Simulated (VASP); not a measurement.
# AlAs (F-43m) in VASP: vibrations by perturbation theory with LDA

Aim: the vibrations by perturbation theory of AlAs with LDA.

Program: VASP 6.6.1. These are calculated values, not measurements. Logs are shortened: lines on timing, memory, paths and dates and some standing lists are left out, and cuts for length are marked.

### Step 1. The cell of the first run

It takes space group F-43m (No. 216, cubic). Conventional cell: a = 5.629 Å, b = 5.629 Å, c = 5.629 Å, α = 90.00°, β = 90.00°, γ = 90.00°. Within 3.2 Å of Al (site symmetry -43m) lie 4 As at 2.44 Å. Within 3.2 Å of As (site symmetry -43m) lie 4 Al at 2.44 Å.

### Step 2. Vibrations by perturbation theory, LDA

File INCAR:

```
SYSTEM = AlAs
ALGO = Normal ; EDIFF = 1E-8
ENCUT = 510 ; GGA = CA
GGA_COMPAT = .False. ; IBRION = 8
ISIF = 2 ; ISMEAR = 0
LASPH = .True. ; LCHARG = .True.
LEPSILON = .True. ; LREAL = .False.
LWAVE = .False. ; NBANDS = 16
NELM = 120 ; NSW = 1
PREC = Accurate ; SIGMA = 0.01
```

File KPOINTS:

```
k-points
0
Gamma
  8 8 8
  0 0 0
```

File POSCAR:

```
AlAs
1.0
    0.0000000000      2.8146124515      2.8146124515
    2.8146124515      0.0000000000      2.8146124515
    2.8146124515      2.8146124515      0.0000000000
Al As
1 1
Direct
    0.0000000000      0.0000000000      0.0000000000
    0.2500000000      0.2500000000      0.2500000000
```

Potentials or basis: VASP PAW LDA potentials, release 64 (Al, As_d).

The run is started by

```sh
$ cat potpaw_LDA.64/Al/POTCAR potpaw_LDA.64/As_d/POTCAR > POTCAR
$ mpirun -np 1 vasp_std > vasp.out
```

OUTCAR:

```text
SYSTEM = AlAs
   EDIFF = 1E-8
   ENCUT = 510
   GGA = CA
   IBRION = 8
   ISIF = 2
   ISMEAR = 0
   LASPH = .True.
   LEPSILON = .True.
   LREAL = .False.
   NELM = 120
   NSW = 1
   PREC = Accurate

 ion  position               nearest neighbor table
   1  0.000  0.000  0.000-   2 2.44   2 2.44   2 2.44   2 2.44
   2  0.250  0.250  0.250-   1 2.44   1 2.44   1 2.44   1 2.44

  LATTYP: Found a face centered cubic cell.
 ALAT       =     5.6292249030

  Lattice vectors:

 A1 = (   0.0000000000,   2.8146124515,   2.8146124515)
 A2 = (   2.8146124515,   0.0000000000,   2.8146124515)
 A3 = (   2.8146124515,   2.8146124515,   0.0000000000)

Analysis of symmetry for initial positions (statically):
=====================================================================
 Subroutine PRICEL returns:
 Original cell was already a primitive cell.

 Routine SETGRP: Setting up the symmetry group for a
 face centered cubic supercell.

 Subroutine GETGRP returns: Found 24 space group operations
 (whereof 24 operations were pure point group operations)
 out of a pool of 48 trial point group operations.

The static configuration has the point symmetry T_d .

Analysis of symmetry for dynamics (positions and initial velocities):
=====================================================================
 Subroutine PRICEL returns:
 Original cell was already a primitive cell.

 Routine SETGRP: Setting up the symmetry group for a
 face centered cubic supercell.

 Subroutine GETGRP returns: Found 24 space group operations
 (whereof 24 operations were pure point group operations)
 out of a pool of 48 trial point group operations.

The dynamic configuration has the point symmetry T_d .

 Subroutine INISYM returns: Found 24 space group operations
 (whereof 24 operations are pure point group operations),
 and found     1 'primitive' translations

----------------------------------------------------------------------------------------

                                     Primitive cell

  volume of cell :      44.5950

  direct lattice vectors                    reciprocal lattice vectors
     0.000000000  2.814612451  2.814612451    -0.177644350  0.177644350  0.177644350
     2.814612451  0.000000000  2.814612451     0.177644350 -0.177644350  0.177644350
     2.814612451  2.814612451  0.000000000     0.177644350  0.177644350 -0.177644350

  length of vectors
     3.980463102  3.980463102  3.980463102     0.307689040  0.307689040  0.307689040

  position of ions in fractional coordinates (direct lattice)
     0.000000000  0.000000000  0.000000000
     0.250000000  0.250000000  0.250000000

  ion indices of the primitive-cell ions
   primitive index   ion index
                 1           1
                 2           2

----------------------------------------------------------------------------------------

 KPOINTS: k-points

Automatic generation of k-mesh.
 Grid dimensions read from file:
 generate k-points for:    8    8    8

 Generating k-lattice:

  Cartesian coordinates                     Fractional coordinates (reciprocal lattice)
    -0.022205544  0.022205544  0.022205544     0.125000000  0.000000000  0.000000000
     0.022205544 -0.022205544  0.022205544     0.000000000  0.125000000  0.000000000
     0.022205544  0.022205544 -0.022205544     0.000000000  0.000000000  0.125000000

  Length of vectors
     0.038461130  0.038461130  0.038461130

  Shift w.r.t. Gamma in fractional coordinates (k-lattice)
     0.000000000  0.000000000  0.000000000

 Subroutine IBZKPT returns following result:
 ===========================================

 Found     29 irreducible k-points:

 Following reciprocal coordinates:
[... 562 lines left out ...]
  energy-cutoff  :      510.00
  volume of cell :       44.59
      direct lattice vectors                 reciprocal lattice vectors
     0.000000000  2.814612451  2.814612451    -0.177644350  0.177644350  0.177644350
     2.814612451  0.000000000  2.814612451     0.177644350 -0.177644350  0.177644350
     2.814612451  2.814612451  0.000000000     0.177644350  0.177644350 -0.177644350

 POSITION                                       TOTAL-FORCE (eV/Angst)
 -----------------------------------------------------------------------------------
      0.00000      0.00000      0.00000         0.000000      0.000000      0.000000
      1.40731      1.40731      1.40731        -0.000000     -0.000000     -0.000000
 -----------------------------------------------------------------------------------
    total drift:                               -0.000000     -0.000000     -0.000000

  FREE ENERGIE OF THE ION-ELECTRON SYSTEM (eV)
  ---------------------------------------------------
  free  energy   TOTEN  =       -10.5287399873 eV

  energy  without entropy=      -10.5287399873  energy(sigma->0) =      -10.52873999

 HEAD OF MICROSCOPIC STATIC DIELECTRIC TENSOR (INDEPENDENT PARTICLE, excluding Hartree and local field effects)
 ------------------------------------------------------
          10.725169     0.000000     0.000000
          -0.000000    10.725169    -0.000000
           0.000000    -0.000000    10.725169
 ------------------------------------------------------

 Free energy of the ion-electron system (eV)
  ---------------------------------------------------
  ---------------------------------------------------
  free energy    TOTEN  =        -1.18549836 eV

  energy without entropy =       -1.18549836

------------------------ aborting loop because EDIFF is reached ----------------------------------------

--------------------------------------- Ionic step        2  -------------------------------------------

------------------------ aborting loop because EDIFF is reached ----------------------------------------

--------------------------------------- Ionic step        3  -------------------------------------------

------------------------ aborting loop because EDIFF is reached ----------------------------------------

 PIEZOELECTRIC TENSOR FIELD DIRECTION 3  (e Angst)
 -----------------------------------------------------------------------------
     0.00018 -2.12892  0.00000           (  0.00000  0.05516  0.00000)
    -2.12892  0.00018  0.00000           (  0.05516  0.00000  0.00000)
     0.00000  0.00000 -0.00168           (  0.00000  0.00000  0.00000)

 PIEZOELECTRIC TENSOR FIELD DIRECTION 3  (C/m^2)
 -----------------------------------------------------------------------------
     0.00006 -0.76486  0.00000
    -0.76486  0.00006  0.00000
     0.00000  0.00000 -0.00060

--------------------------------------- Ionic step        4  -------------------------------------------

------------------------ aborting loop because EDIFF is reached ----------------------------------------

[... ionic steps 5 to 6 ...]

--------------------------------------- Ionic step        7  -------------------------------------------

 Free energy of the ion-electron system (eV)
  ---------------------------------------------------
  ---------------------------------------------------
  free energy    TOTEN  =        -0.11689830 eV

  energy without entropy =       -0.11689830

------------------------ aborting loop because EDIFF is reached ----------------------------------------

 INTERNAL STRAIN TENSOR  FOR ION    2  DIRECTION 1   (eV/Angst):
 -----------------------------------------------------------------------------
     0.00563  0.00000  0.00000
     0.00000 -0.00058 -7.54686
     0.00000 -7.54686 -0.00058

 MACROSCOPIC STATIC DIELECTRIC TENSOR (including local field effects in DFT)
 ------------------------------------------------------
           9.964357     0.000000     0.000000
           0.000000     9.964357     0.000000
          -0.000000     0.000000     9.964357
 ------------------------------------------------------

 PIEZOELECTRIC TENSOR (including local field effects)  for field in x, y, z        (e  Angst)
          XX          YY          ZZ          XY          YZ          ZX
  --------------------------------------------------------------------------------
  x     0.00000    -0.00000    -0.00000     0.00000    -2.13438     0.00000
  y     0.00000     0.00000     0.00000     0.00000    -0.00000    -2.13438
  z    -0.00000    -0.00000    -0.00000    -2.13438     0.00000    -0.00000

 PIEZOELECTRIC TENSOR (including local field effects)  for field in x, y, z        (C/m^2)
          XX          YY          ZZ          XY          YZ          ZX
  --------------------------------------------------------------------------------
  x     0.00000    -0.00000    -0.00000     0.00000    -0.76682     0.00000
  y     0.00000     0.00000     0.00000     0.00000    -0.00000    -0.76682
  z    -0.00000    -0.00000    -0.00000    -0.76682     0.00000    -0.00000

 BORN EFFECTIVE CHARGES (including local field effects) (in |e|, cummulative output)
 ---------------------------------------------------------------------------------
 ion    1
    1     2.16457     0.00000     0.00000
    2    -0.00000     2.16457     0.00000
    3     0.00000     0.00000     2.16457
 ion    2
    1    -2.16457     0.00000     0.00000
    2     0.00000    -2.16457    -0.00000
    3     0.00000    -0.00000    -2.16457

 INTERNAL STRAIN TENSOR FOR ION    2 for displacements in x,y,z  (eV/Angst):
          X           Y           Z          XY          YZ          ZX
  --------------------------------------------------------------------------------
  x    -0.00000     0.00000     0.00000     0.00000    -7.54686     0.00000
  y     0.00000     0.00000     0.00000     0.00000     0.00000    -7.54686
  z     0.00000     0.00000    -0.00000    -7.54686     0.00000     0.00000

 SECOND DERIVATIVES (NOT SYMMETRIZED)
 ------------------------------------
               1X          1Y          1Z          2X          2Y          2Z
  1X    -9.409853    0.000000    0.000000    9.409853    0.000000    0.000000
  1Y     0.000000   -9.409853    0.000000    0.000000    9.409853    0.000000
  1Z     0.000000    0.000000   -9.409853    0.000000    0.000000    9.409853
  2X     9.504398    0.000000    0.000000   -9.504398    0.000000    0.000000
  2Y     0.000000    9.504398    0.000000    0.000000   -9.504398    0.000000
  2Z     0.000000    0.000000    9.504398    0.000000    0.000000   -9.504398

 Eigenvectors and eigenvalues of the dynamical matrix
 ----------------------------------------------------

   1 f  =   10.781518 THz    67.742273 2PiTHz  359.632719 cm-1    44.588754 meV
             X         Y         Z           dx          dy          dz
      0.000000  0.000000  0.000000     0.000000    0.856315    0.000000
      1.407306  1.407306  1.407306     0.000000   -0.516454    0.000000
[... 21 lines left out ...]
   6 f/i=    0.023834 THz     0.149753 2PiTHz    0.795013 cm-1     0.098569 meV
             X         Y         Z           dx          dy          dz
      0.000000  0.000000  0.000000     0.000000    0.000000   -0.516454
      1.407306  1.407306  1.407306     0.000000    0.000000   -0.856315

--------------------------------------------------------------------------------------------------------

 MACROSCOPIC STATIC DIELECTRIC TENSOR IONIC CONTRIBUTION
 ------------------------------------------------------
           2.010284    -0.000000     0.000000
          -0.000000     2.010284     0.000000
           0.000000     0.000000     2.010284
 ------------------------------------------------------

 ELASTIC MODULI CONTR FROM IONIC RELAXATION (kBar)
 Direction    XX          YY          ZZ          XY          YZ          ZX
 --------------------------------------------------------------------------------
 XX          -0.0000     -0.0000     -0.0000     -0.0000     -0.0000     -0.0000
 YY          -0.0000     -0.0000     -0.0000     -0.0000     -0.0000      0.0000
 ZZ          -0.0000     -0.0000     -0.0000     -0.0000     -0.0000     -0.0000
 XY          -0.0000     -0.0000     -0.0000   -212.9745      0.0000      0.0000
 YZ          -0.0000     -0.0000     -0.0000      0.0000   -212.9745      0.0000
 ZX          -0.0000      0.0000     -0.0000      0.0000      0.0000   -212.9745
 --------------------------------------------------------------------------------

 PIEZOELECTRIC TENSOR IONIC CONTR  for field in x, y, z        (C/m^2)
          XX          YY          ZZ          XY          YZ          ZX
  --------------------------------------------------------------------------------
  x     0.00000     0.00000     0.00000     0.00000     0.61569     0.00000
  y     0.00000    -0.00000     0.00000     0.00000    -0.00000     0.61569
  z     0.00000     0.00000     0.00000     0.61569     0.00000     0.00000
```

It took 18 min on 1 thread of Intel Xeon Platinum 8375C at 2.90GHz (Ice Lake), shared host; peak memory 0.29 GiB.

Results:

| Property | Result |
| --- | --- |
| Electronic dielectric tensor (diagonal) | 9.96 |
| Born charges (mean of the diagonal) | Al +2.16; As -2.16 e |
| Highest phonon frequency at Γ, LO-TO splitting left out | 360 cm⁻¹ |

Phonon frequencies in cm⁻¹ (negative: imaginary):
```tsv
q point	frequencies
(0.000, 0.000, 0.000)	-1 -1 -1 360 360 360
```

Electronic dielectric tensor:
```
9.96 0.00 0.00
0.00 9.96 0.00
0.00 0.00 9.96
```

Born effective charge tensors (e):
atom 1, Al
```
2.16 0.00 0.00
0.00 2.16 0.00
0.00 0.00 2.16
```
atom 2, As
```
-2.16  0.00  0.00
 0.00 -2.16  0.00
 0.00  0.00 -2.16
```
